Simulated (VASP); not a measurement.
# AlGa7N8 (P1) in VASP: relaxation of volume and atoms at fixed shape with PBEsol

Aim: the relaxation of volume and atoms at fixed shape of AlGa7N8 with PBEsol.

Everything below comes from runs of VASP 6.6.1. Logs are shortened: lines on timing, memory, paths and dates and some standing lists are left out, and cuts for length are marked.

## Step 1: The cell of the first run

The typed cell holds 64 atoms: a = 8.967 Å, b = 8.967 Å, c = 8.967 Å, α = 90.00°, β = 90.00°, γ = 90.00°.

## Step 2: Relaxation of volume and atoms at fixed shape, PBEsol

File INCAR:

```
PREC     = Accurate       # precision mode
ENCUT    = 700            # plane-wave cutoff, eV
EDIFF    = 1E-7           # SCF threshold, eV
ISMEAR   = -1             # smearing method
SIGMA    = 0.05           # smearing width, eV
LREAL    = Auto         
LASPH    = True           # aspherical terms in the spheres
NELM     = 120            # most SCF steps
ALGO     = Normal         # electronic algorithm
ISIF     = 8              # what is computed and relaxed
LWAVE    = False          # write WAVECAR
LCHARG   = False          # write CHGCAR
GGA      = PS             # functional
IBRION   = 2              # ionic algorithm
NSW      = 100            # ionic steps
EDIFFG   = -0.03          # ionic threshold
ISYM     = -1           
GGA_COMPAT= False        
NELMIN   = 4            
KPAR     = 1
```

File KPOINTS:

```
explicit points
1
Reciprocal
  0.25000000   0.25000000   0.25000000 1
```

File POSCAR:

```
AlGa7N8
1.0
    8.9673460000      0.0000000000      0.0000000000
    0.0000000000      8.9673460000      0.0000000000
    0.0000000000      0.0000000000      8.9673460000
Ga Al N
28 4 32
Direct
    0.0010510000      0.9991870000      0.0020160000
    0.9994100000      0.0007270000      0.5015470000
    0.0001750000      0.4999340000      0.0014800000
    0.9995530000      0.5046470000      0.5011370000
    0.4984970000      0.9979710000      0.0026240000
    0.4987330000      0.9994910000      0.5024020000
    0.5033060000      0.5006440000      0.5040780000
    0.2505360000      0.2505130000      0.9989690000
    0.2479040000      0.2484710000      0.4948960000
    0.2500530000      0.7506450000      0.9997690000
    0.2509990000      0.7517940000      0.5012920000
    0.7528670000      0.2561220000      0.5023420000
    0.7503390000      0.7504000000      0.9981980000
    0.7487350000      0.7501150000      0.5010850000
    0.2511100000      0.0032300000      0.2494250000
    0.2478260000      0.0003430000      0.7504070000
    0.2477450000      0.5011410000      0.2521440000
    0.2467480000      0.5023030000      0.7475340000
    0.7535180000      0.0016660000      0.2487920000
    0.7510000000      0.9988180000      0.7512130000
    0.7504820000      0.5056980000      0.2501740000
    0.0000250000      0.2504440000      0.2478540000
    0.9994200000      0.2490750000      0.7515390000
    0.9991000000      0.7489940000      0.2485610000
    0.9991960000      0.7487370000      0.7481600000
    0.4991840000      0.2465850000      0.2509340000
    0.5001750000      0.7510880000      0.2514000000
    0.4990440000      0.7500870000      0.7486470000
    0.5015760000      0.5004400000      0.9980120000
    0.7510620000      0.2513240000      0.9979510000
    0.7511060000      0.5011680000      0.7499160000
    0.4977100000      0.2487180000      0.7479300000
    0.1246610000      0.1240470000      0.1255850000
    0.1285200000      0.1266490000      0.6250710000
    0.1227130000      0.6234970000      0.1249070000
    0.1235120000      0.6232280000      0.6208580000
    0.6237010000      0.1264540000      0.1214000000
    0.6288550000      0.1267270000      0.6234520000
    0.6235240000      0.6245810000      0.1260340000
    0.6248690000      0.6244360000      0.6278660000
    0.3759950000      0.3758320000      0.1292340000
    0.3721920000      0.3745960000      0.6250470000
    0.3785670000      0.8744590000      0.1263330000
    0.3802080000      0.8730510000      0.6248400000
    0.8714060000      0.3729970000      0.1232370000
    0.8764770000      0.3719380000      0.6284910000
    0.8780260000      0.8763110000      0.1237920000
    0.8738200000      0.8729700000      0.6252610000
    0.3744890000      0.1248990000      0.3752780000
    0.3727390000      0.1243810000      0.8722560000
    0.3693780000      0.6256290000      0.3731430000
    0.3737300000      0.6255860000      0.8752430000
    0.8735600000      0.1270570000      0.3741740000
    0.8778470000      0.1245770000      0.8750860000
    0.8796590000      0.6249460000      0.3753830000
    0.8753440000      0.6241090000      0.8751670000
    0.1224420000      0.3730870000      0.3771280000
    0.1244230000      0.3784400000      0.8737540000
    0.1265790000      0.8738590000      0.3749210000
    0.1278410000      0.8752340000      0.8736200000
    0.6237830000      0.3735870000      0.3761040000
    0.6258100000      0.3731770000      0.8766410000
    0.6240620000      0.8729110000      0.3751400000
    0.6256110000      0.8730240000      0.8749600000
```

Potentials or basis: VASP PAW PBE potentials, release 64 (Ga_d, Al, N).

Command:

```
$ cat potpaw_PBE.64/Ga_d/POTCAR potpaw_PBE.64/Al/POTCAR potpaw_PBE.64/N/POTCAR > POTCAR
$ mpirun -np 4 vasp_std > vasp.out
```

OUTCAR:

```text
PREC = Accurate
   ENCUT = 700
   EDIFF = 1E-7
   ISMEAR = -1
   LREAL = Auto
   LASPH = True
   NELM = 120
   ISIF = 8
   GGA = PS
   IBRION = 2
   NSW = 100
   EDIFFG = -0.03
   ISYM = -1
   NELMIN = 4

 ion  position               nearest neighbor table
   1  0.001  0.999  0.002-  47 1.90  33 1.93  54 1.94  60 1.96
   2  0.999  0.001  0.502-  48 1.95  34 1.96  53 1.97  59 1.97
   3  0.000  0.500  0.001-  35 1.91  58 1.93  56 1.94  45 1.95
   4  1.000  0.505  0.501-  36 1.88  55 1.90  57 1.96  46 1.98
   5  0.498  0.998  0.003-  43 1.90  37 1.93  64 1.97  50 1.98
   6  0.499  0.999  0.502-  44 1.90  49 1.95  38 1.96  63 1.96  32 3.14
   7  0.503  0.501  0.504-  40 1.91  61 1.94  42 1.96  51 2.02  31 3.13
   8  0.251  0.251  0.999-  50 1.94  33 1.96  58 1.96  41 1.97
   9  0.248  0.248  0.495-  57 1.91  49 1.91  34 1.92  42 1.97
  10  0.250  0.751  1.000-  60 1.93  52 1.93  43 1.96  35 1.97
  11  0.251  0.752  0.501-  59 1.93  51 1.93  44 1.94  36 1.95
  12  0.753  0.256  0.502-  46 1.89  61 1.93  38 1.94  53 1.96  31 3.12
  13  0.750  0.750  0.998-  64 1.92  56 1.94  47 1.96  39 1.97
  14  0.749  0.750  0.501-  48 1.93  63 1.93  40 1.95  55 1.98
  15  0.251  0.003  0.249-  49 1.92  33 1.92  43 1.96  59 1.96
  16  0.248  0.000  0.750-  60 1.91  50 1.92  34 1.92  44 2.00
  17  0.248  0.501  0.252-  51 1.90  35 1.94  41 1.95  57 1.96
  18  0.247  0.502  0.748-  36 1.92  58 1.93  42 1.95  52 1.96
  19  0.754  0.002  0.249-  53 1.92  47 1.94  37 1.98  63 1.99
  20  0.751  0.999  0.751-  48 1.94  64 1.94  54 1.95  38 1.96
  21  0.750  0.506  0.250-  39 1.92  55 1.94  45 1.97  61 1.99
  22  0.000  0.250  0.248-  33 1.93  57 1.94  45 1.95  53 1.95
  23  0.999  0.249  0.752-  46 1.91  54 1.91  58 1.95  34 1.96  30 3.14
  24  0.999  0.749  0.249-  55 1.92  35 1.93  47 1.93  59 1.96
  25  0.999  0.749  0.748-  48 1.93  56 1.94  36 1.95  60 1.97
  26  0.499  0.247  0.251-  49 1.92  41 1.94  37 1.94  61 1.95
  27  0.500  0.751  0.251-  63 1.91  43 1.92  39 1.94  51 1.96
  28  0.499  0.750  0.749-  44 1.89  40 1.93  64 1.95  52 1.95
  29  0.502  0.500  0.998-  62 1.93  39 1.94  52 1.95  41 1.98  31 3.16  30 3.16  32 3.18
  30  0.751  0.251  0.998-  45 1.90  62 1.91  37 1.95  54 1.95  23 3.14  31 3.16  29 3.16  32 3.19

  31  0.751  0.501  0.750-  40 1.92  56 1.93  46 1.95  62 1.97  12 3.12   7 3.13  29 3.16  30 3.16
                            32 3.21
  32  0.498  0.249  0.748-  50 1.93  42 1.94  38 1.96  62 1.97   6 3.14  29 3.18  30 3.19  31 3.21
[... 31 lines left out ...]
  63  0.624  0.873  0.375-  27 1.91  14 1.93   6 1.96  19 1.99
  64  0.626  0.873  0.875-  13 1.92  20 1.94  28 1.95   5 1.97

IMPORTANT INFORMATION: All symmetrisations will be switched off!
NOSYMM: (Re-)initialisation of all symmetry stuff for point group C_1.

----------------------------------------------------------------------------------------

                                     Primitive cell

  volume of cell :     721.0938

  direct lattice vectors                    reciprocal lattice vectors
     8.967346000  0.000000000  0.000000000     0.111515715  0.000000000  0.000000000
     0.000000000  8.967346000  0.000000000     0.000000000  0.111515715  0.000000000
     0.000000000  0.000000000  8.967346000     0.000000000  0.000000000  0.111515715

  length of vectors
     8.967346000  8.967346000  8.967346000     0.111515715  0.111515715  0.111515715

  position of ions in fractional coordinates (direct lattice)
     0.001051000  0.999187000  0.002016000
     0.999410000  0.000727000  0.501547000
     0.000175000  0.499934000  0.001480000
     0.999553000  0.504647000  0.501137000
     0.498497000  0.997971000  0.002624000
     0.498733000  0.999491000  0.502402000
[... 56 lines left out ...]
     0.624062000  0.872911000  0.375140000
     0.625611000  0.873024000  0.874960000

  ion indices of the primitive-cell ions
   primitive index   ion index
                 1           1
                 2           2
                 3           3
                 4           4
                 5           5
                 6           6
[... 56 lines left out ...]
                63          63
                64          64

----------------------------------------------------------------------------------------

 KPOINTS: explicit points

Read explicit list of k-points.

 Found      1 k-points:

 Following reciprocal coordinates:
            Coordinates               Weight
  0.250000  0.250000  0.250000      1.000000
   k-points           NKPTS =      1   k-points in BZ     NKDIM =      1   number of bands    NBANDS=    324
   number of dos      NEDOS =    301   number of ions     NIONS =     64
   total plane-waves  NPLWV = 512000
   dimension x,y,z NGX =    80 NGY =   80 NGZ =   80
   dimension x,y,z NGXF=   160 NGYF=  160 NGZF=  160
   ions per type =              28   4  32
   NGX,Y,Z   is equivalent  to a cutoff of  14.83, 14.83, 14.83 a.u.
   NGXF,Y,Z  is equivalent  to a cutoff of  29.66, 29.66, 29.66 a.u.
 SYSTEM =  unknown system
   PREC   = accura    normal or accurate (medium, high low for compatibility)
   ISTART =      0    job   : 0-new  1-cont  2-samecut
   ICHARG =      2    charge: 1-file 2-atom 10-const
   ISPIN  =      1    spin polarized calculation?
   LNONCOLLINEAR =      F non collinear calculations
   LSORBIT =      F    spin-orbit coupling
   LASPH  =      T    aspherical Exc in radial PAW
   ENCUT  =  700.0 eV  51.45 Ry    7.17 a.u.  19.35 19.35 19.35*2*pi/ulx,y,z
   NELM   =    120;   NELMIN=  4; NELMDL= -5     # of ELM steps
   EDIFF  = 0.1E-06   stopping-criterion for ELM
   LREAL  =      T    real-space projection
   EDIFFG = -.3E-01   stopping-criterion for IOM
   NSW    =    100    number of steps for IOM
   IBRION =      2    ionic relax: 0-MD 1-quasi-New 2-CG
   NFREE  =      1    steps in history (QN), initial steepest desc. (CG)
   ISIF   =      8    stress and relaxation
   ISYM   =     -1    0-nonsym 1-usesym 2-fastsym
   POTIM  = 0.5000    time-step for ionic-motion
   TEBEG  =    0.0;   TEEND  =   0.0 temperature during run
   PSTRESS=    0.0 pullay stress
   NELECT =     536.0000    total number of electrons
   NUPDOWN=      -1.0000    fix difference up-down
   EMIN   =  10.00;   EMAX   =-10.00  energy-range for DOS
   EFERMI =   0.00;   METHOD = LEGACY
   ISMEAR =    -1;   SIGMA  =   0.05  broadening in eV -4-tet -1-fermi 0-gaus
   EFERMI_NEDOS =   21; number of points for ismear=-14 and -15
   IALGO  =     38    algorithm
   IMIX   =      4    mixing-type and parameters
     AMIX     =   0.40;   BMIX     =  1.00
     AMIX_MAG =   1.60;   BMIX_MAG =  1.00
  volume/ion in A,a.u.               =      11.27        76.03
  Fermi-wavevector in a.u.,A,eV,Ry     =   1.482970  2.802408 29.921951  2.199201
  Thomas-Fermi vector in A             =   2.596690
   LORBIT       =      0    0 simple, 1 ext, 2 COOP (PROOUT), +10 PAW based schemes
   GGA     = PS    functional components
   LHFCALC =     F    Hartree Fock is set to
   AEXX    =    0.0000 exact exchange contribution
   IVDW    =     0    specifies the selected vdW correction
   LEPSILON=     F    determine dielectric tensor
   LRPA    =     F    only Hartree local field effects (RPA)
 conjugate gradient relaxation of ions
 non-spin polarized calculation
  energy-cutoff  :      700.00
  volume of cell :      721.09
 maximum number of plane-waves:     30343
 NGX is ok and might be reduce to    80
   NGX = 39   NGY = 39   NGZ = 39

--------------------------------------- Ionic step        1  -------------------------------------------

 number of electron     536.0000048 magnetization

 Free energy of the ion-electron system (eV)
  ---------------------------------------------------
  ext. energy  EPLUGINS =         0.00000000
  ---------------------------------------------------
  free energy    TOTEN  =      -429.18746452 eV

  energy without entropy =     -429.18746452  energy(sigma->0) =     -429.18746452

------------------------ aborting loop because EDIFF is reached ----------------------------------------

  FORCE on cell =-STRESS in cart. coord.  units (eV):
  Direction    XX          YY          ZZ          XY          YZ          ZX
  --------------------------------------------------------------------------------------
  -------------------------------------------------------------------------------------
  Total       -0.4710308     -0.3301388     -0.2286507     -1.1096554     -2.3922264      1.0619432
  in kB       -1.0465697     -0.7335257     -0.5080323     -2.4655109     -5.3152180      2.3595006
  external PRESSURE =      -0.7627093 kB  Pullay stress =       0.0000000 kB
[... 275 lines left out ...]
  FREE ENERGIE OF THE ION-ELECTRON SYSTEM (eV)
  ---------------------------------------------------
  free  energy   TOTEN  =      -429.8526947720 eV

  energy  without entropy=     -429.8526947720  energy(sigma->0) =     -429.85269477

[... ionic steps 4 to 9 ...]

--------------------------------------- Ionic step       10  -------------------------------------------

 number of electron     536.0000089 magnetization

------------------------ aborting loop because EDIFF is reached ----------------------------------------
[... 191 lines left out ...]
--------------------------------------- Ionic step       12  -------------------------------------------

 number of electron     536.0000091 magnetization

 Free energy of the ion-electron system (eV)
  ---------------------------------------------------
  ext. energy  EPLUGINS =         0.00000000
  ---------------------------------------------------
  free energy    TOTEN  =      -429.98366492 eV

  energy without entropy =     -429.98366492  energy(sigma->0) =     -429.98366492

 E-fermi :   6.4553     XC(G=0): -11.8497

 val. band max:        5.1732956274   @ k =   0.2500   0.2500   0.2500
 cond. band min:       8.4063517167   @ k =   0.2500   0.2500   0.2500
 fundamental gap:      3.2330560892
 Fermi energy:         6.4553193403

 k-point     1 :       0.2500    0.2500    0.2500
  band No.  band energies     occupation
      1     -10.3966      2.00000
      2     -10.0165      2.00000
      3     -10.0157      2.00000
      4     -10.0020      2.00000
      5      -9.7911      2.00000
      6      -9.7903      2.00000
[... 272 lines left out ...]
    279      10.2239      0.00000
    280      10.5215      0.00000
 [bands above 280 left out]

------------------------ aborting loop because EDIFF is reached ----------------------------------------

  FORCE on cell =-STRESS in cart. coord.  units (eV):
  Direction    XX          YY          ZZ          XY          YZ          ZX
  --------------------------------------------------------------------------------------
  -------------------------------------------------------------------------------------
  Total        0.1519753      0.1491038      0.1654798     -1.6403597     -1.6350408     -1.6508579
  in kB        0.3384863      0.3320908      0.3685643     -3.6534848     -3.6416383     -3.6768668
  external PRESSURE =       0.3463804 kB  Pullay stress =       0.0000000 kB
[... 79 lines left out ...]
  FREE ENERGIE OF THE ION-ELECTRON SYSTEM (eV)
  ---------------------------------------------------
  free  energy   TOTEN  =      -429.9836649176 eV

  energy  without entropy=     -429.9836649175  energy(sigma->0) =     -429.98366492

 reached required accuracy - stopping structural energy minimisation
```

Wall time 45 min (4 MPI ranks of AMD EPYC 7R43 (Zen 3), shared host); peak memory 0.43 GiB.

What came out:

| Property | Result |
| --- | --- |
| Free energy | -429.9837 eV |
| Relaxed volume | 11.24 Å³/atom |
| Relaxed cell | a = 8.960 Å, b = 8.960 Å, c = 8.960 Å, α = 90.00°, β = 90.00°, γ = 90.00° |
| Space group after relaxing (to 0.1 Å) | P-43m (No. 215) |
| Energy gained by relaxing | 12.4 meV/atom |
| Ionic steps | 12 |
| Pressure after relaxing | 0.0 GPa |
| Largest force after relaxing | 0.021 eV/Å |
| Band gap on the k mesh | 3.23 eV |

Forces in eV/Å, atoms in the order of the input:
```
Ga  -0.015 -0.001  0.002
Ga   0.006 -0.011  0.004
Ga   0.005  0.001 -0.001
Ga   0.000  0.001  0.002
Ga   0.009  0.002  0.002
Ga  -0.008 -0.005  0.003
Ga   0.010  0.000  0.000
Ga  -0.007  0.003 -0.003
Ga   0.001  0.003  0.008
Ga  -0.002  0.006 -0.002
Ga  -0.006 -0.003 -0.003
Ga  -0.003 -0.006 -0.010
Ga   0.003 -0.003 -0.003
Ga   0.007  0.009 -0.004
Ga  -0.012 -0.014  0.010
Ga  -0.012  0.008  0.006
Ga   0.006  0.009 -0.009
Ga   0.004  0.002  0.006
Ga   0.010  0.000  0.003
Ga   0.001 -0.007 -0.005
Ga   0.004  0.008  0.003
Ga   0.004 -0.002  0.016
Ga  -0.009  0.000  0.000
Ga   0.001  0.001 -0.009
Ga  -0.004  0.000 -0.007
Ga  -0.006  0.001 -0.006
Ga   0.003 -0.005  0.002
Ga  -0.005  0.011 -0.001
Al   0.013  0.003 -0.010
Al   0.003  0.009 -0.002
Al   0.000  0.004 -0.002
Al   0.011  0.000  0.006
N    0.004 -0.013  0.008
N    0.000 -0.001 -0.007
N   -0.001  0.014  0.004
N    0.006  0.003 -0.001
N    0.002  0.005  0.009
N   -0.011 -0.008 -0.007
N    0.000 -0.007  0.002
N    0.001  0.006 -0.007
N   -0.009 -0.005 -0.001
N    0.004  0.005  0.004
N   -0.013  0.009  0.010
N   -0.018 -0.004 -0.004
N    0.012 -0.005  0.012
N    0.002 -0.005 -0.012
N    0.007 -0.008  0.014
N    0.010  0.001 -0.013
N   -0.013 -0.009 -0.005
N   -0.007  0.009  0.000
N   -0.011  0.006 -0.002
N    0.000  0.010  0.003
N    0.014 -0.013  0.009
N    0.001 -0.003  0.000
N    0.011  0.007 -0.005
N    0.004 -0.001 -0.010
N    0.005 -0.001  0.006
N    0.002 -0.007 -0.003
N   -0.002 -0.006  0.000
N   -0.002  0.006  0.003
N   -0.007 -0.008 -0.004
N   -0.004  0.006  0.007
N    0.003 -0.001  0.004
N   -0.003  0.000 -0.004
```

Stress tensor (GPa, compression positive):
```
 0.03 -0.37 -0.37
-0.37  0.03 -0.36
-0.37 -0.36  0.04
```

Step by step:
```csv
step,energy change (eV),largest force (eV/Å),pressure (GPa),volume (Å³)
1,0.0000,1.5465,-0.08,721.09
2,-0.6464,0.6756,-0.23,720.53
3,-0.6652,0.4567,-0.24,720.61
4,-0.7584,0.2354,0.19,718.87
5,-0.7586,0.2411,0.22,718.79
6,-0.7880,0.0977,-0.08,719.80
7,-0.7880,0.1000,-0.09,719.83
8,-0.7935,0.0456,0.04,719.34
9,-0.7936,0.0511,0.07,719.23
10,-0.7955,0.0312,-0.03,719.60
11,-0.7956,0.0355,-0.06,719.68
12,-0.7962,0.0212,0.03,719.35
```

Final structure:
```cif
data_structure
_symmetry_space_group_name_H-M 'P 1'
_symmetry_Int_Tables_number 1
_cell_length_a 8.9601
_cell_length_b 8.9601
_cell_length_c 8.9601
_cell_angle_alpha 90.000
_cell_angle_beta 90.000
_cell_angle_gamma 90.000
_cell_volume 719.35
loop_
_atom_site_label
_atom_site_type_symbol
_atom_site_fract_x
_atom_site_fract_y
_atom_site_fract_z
_atom_site_occupancy
Ga1 Ga 0.99950 0.00097 0.99961 1
Ga2 Ga 0.99959 0.00056 0.50019 1
Ga3 Ga 0.99827 0.49935 0.99930 1
Ga4 Ga 0.99916 0.49978 0.50086 1
Ga5 Ga 0.50066 0.00151 0.99933 1
Ga6 Ga 0.50083 0.00112 0.50094 1
Ga7 Ga 0.50064 0.49946 0.50161 1
Ga8 Ga 0.25182 0.25099 0.99940 1
Ga9 Ga 0.25076 0.25046 0.50072 1
Ga10 Ga 0.25089 0.74898 0.99972 1
Ga11 Ga 0.25045 0.75018 0.50037 1
Ga12 Ga 0.74957 0.25114 0.50180 1
Ga13 Ga 0.74929 0.74862 0.99940 1
Ga14 Ga 0.74957 0.74910 0.50099 1
Ga15 Ga 0.25051 0.00062 0.24973 1
Ga16 Ga 0.25110 0.00078 0.75038 1
Ga17 Ga 0.25083 0.49963 0.24933 1
Ga18 Ga 0.25140 0.49949 0.75064 1
Ga19 Ga 0.74960 0.00096 0.24908 1
Ga20 Ga 0.74946 0.00172 0.75091 1
Ga21 Ga 0.74917 0.49938 0.24832 1
Ga22 Ga 0.99884 0.25058 0.24873 1
Ga23 Ga 0.99889 0.25089 0.75096 1
Ga24 Ga 0.99980 0.74993 0.24993 1
Ga25 Ga 0.99905 0.74917 0.75047 1
Ga26 Ga 0.50115 0.25097 0.24874 1
Ga27 Ga 0.50036 0.74919 0.24912 1
Ga28 Ga 0.50104 0.74847 0.75098 1
Al1 Al 0.50140 0.49827 0.99834 1
Al2 Al 0.74811 0.25133 0.99812 1
Al3 Al 0.74830 0.49826 0.75163 1
Al4 Al 0.50126 0.25154 0.75132 1
N1 N 0.12578 0.12592 0.12429 1
N2 N 0.12445 0.12561 0.62567 1
N3 N 0.12424 0.62425 0.12445 1
N4 N 0.12562 0.62461 0.62552 1
N5 N 0.62798 0.12846 0.12161 1
N6 N 0.62233 0.12879 0.62864 1
N7 N 0.62172 0.62160 0.12138 1
N8 N 0.62810 0.62159 0.62863 1
N9 N 0.37869 0.37819 0.12194 1
N10 N 0.37828 0.37210 0.62838 1
N11 N 0.37560 0.87562 0.12432 1
N12 N 0.37610 0.87449 0.62570 1
N13 N 0.87108 0.37189 0.12116 1
N14 N 0.87196 0.37826 0.62879 1
N15 N 0.87446 0.87452 0.12428 1
N16 N 0.87427 0.87575 0.62567 1
N17 N 0.37592 0.12582 0.37446 1
N18 N 0.37855 0.12850 0.87206 1
N19 N 0.37561 0.62448 0.37573 1
N20 N 0.37849 0.62160 0.87804 1
N21 N 0.87417 0.12593 0.37552 1
N22 N 0.87190 0.12858 0.87813 1
N23 N 0.87423 0.62437 0.37432 1
N24 N 0.87134 0.62157 0.87193 1
N25 N 0.12474 0.37495 0.37484 1
N26 N 0.12518 0.37525 0.87518 1
N27 N 0.12511 0.87537 0.37501 1
N28 N 0.12513 0.87488 0.87493 1
N29 N 0.62519 0.37529 0.37526 1
N30 N 0.62494 0.37502 0.87499 1
N31 N 0.62501 0.87500 0.37493 1
N32 N 0.62511 0.87518 0.87511 1
```

Caveat: the PAW data sets were made with another functional, which shifts forces and pressure a little; a shifted mesh leaves out Γ, where band edges can lie.
